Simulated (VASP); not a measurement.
**Bi: single point with PBE**

The system is Bi.

```
Bi
1.0
     4.80019    0.00000    0.00000
    -2.40009    4.15708    0.00000
     0.00000    0.00000    2.84090
Bi
3
Direct
  0.00000 0.00000 0.00000
  0.33333 0.66667 0.50000
  0.66667 0.33333 0.50000
```

This isn't the form of Bi at room conditions, which is rhombohedral.

```json
{
  "Program": "VASP 6.6.1",
  "Task": "single point",
  "Functional": "PBE",
  "Potentials or basis": "VASP PAW PBE potentials, release 64 (Bi_d)",
  "Cutoff": "520 eV",
  "k mesh": "8 × 8 × 11",
  "Occupations": "fermi-dirac, width 0.08 eV",
  "Spin": "no spin polarisation",
  "Dipole correction": "no",
  "Further INCAR settings": "ALGO = Normal; EDIFF = 1e-06; NBANDS = 30"
}
```

```
Pressure               : 92.0 GPa
Band gap on the k mesh : zero (an odd number of electrons rules out a gap without spin polarisation)
```

Levels at points of the mesh, in eV from the Fermi level:
```csv
k point,band 20,band 21,band 22,band 23,band 24,band 25
"(0.00, 0.00, 0.00)",-5.96,-5.74,-5.74,2.09,7.61,9.21
"(0.50, 0.00, 0.00)",-0.99,-0.86,1.53,1.54,2.89,5.08
```

Run time: 110 s on 1 thread of Intel Xeon 8259CL, on a shared host, peak memory 0.22 GiB.

Caveat: the cell stands under pressure; spin-orbit coupling is left out, which moves the levels of the heavy elements.
